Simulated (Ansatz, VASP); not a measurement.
# Two plane-wave programs on LaB6

```xyz
7
Lattice="4.1570 0.0000 0.0000 0.0000 4.1570 0.0000 0.0000 0.0000 4.1570" Properties=species:S:1:pos:R:3 pbc="T T T"
La    0.0214   -0.0214    0.0214
B     0.8524    2.0571    2.0999
B     2.0998    0.8095    2.0998
B     3.3475    2.0571    2.1000
B     2.1001    3.3046    2.1001
B     2.0999    2.0571    0.8524
B     2.1000    2.0571    3.3475
```

Alike in both runs: functional PBE; dispersion D3(BJ); k mesh 4 × 4 × 4; no spin polarisation.

Ansatz relaxed the structure, and its values are those at the end. VASP's run is a single point on that final structure, the one shown.

```csv
,VASP,Ansatz
version,VASP 6.6.1,Ansatz 0.2.0
potentials or method,"VASP PAW PBE potentials, release 64 (La, B)","plane waves, norm-conserving potentials"
plane-wave cutoff (eV),520,1497
occupations,"fermi-dirac, width 0.1 eV",fermi-dirac
valence electrons in the cell,29,29
```

|  | VASP | Ansatz | Ansatz less VASP |
| --- | --- | --- | --- |
| rms of the force components (eV/Å) | 0.023 | 0.002 | -0.0206 |

The k mesh is coarse, so the values compare programs but aren't converged. Spin-orbit coupling is off throughout.
